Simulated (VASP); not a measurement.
Runs of VASP 6.6.1 on Al2O3. The structure is that of space group R-3c (No. 167), or close to it. The cells are those of the table. 

```tsv
cell	gap on the mesh (eV)	pressure (GPa)	largest force (eV/Å)
a = 5.386 Å, angles 55.3°, 10 atoms	5.34	(a)	0.16
a = 5.350 Å, angles 54.2°, 10 atoms	5.88	-21.1	0.06
a = 5.295 Å, angles 56.3°, 10 atoms	(b)	-25.4	0.21
a = 5.258 Å, angles 55.3°, 10 atoms	(c)	-17.0	0.09
a = 5.204 Å, angles 57.4°, 10 atoms	5.55	-21.6	0.30
```

Alike in all rows: task single point; level r2SCAN; potentials or basis VASP PAW PBE potentials, release 64 (Al, O); no spin polarisation; k mesh 6 × 6 × 6; cutoff (eV) 520; smearing gaussian 0.05 eV.

Estimate the missing entries.

(a) -28.7; (b) 5.46; (c) 6.21.

Caveats: the cell stands under tension; the PAW data sets were made with another functional, which shifts forces and pressure a little.

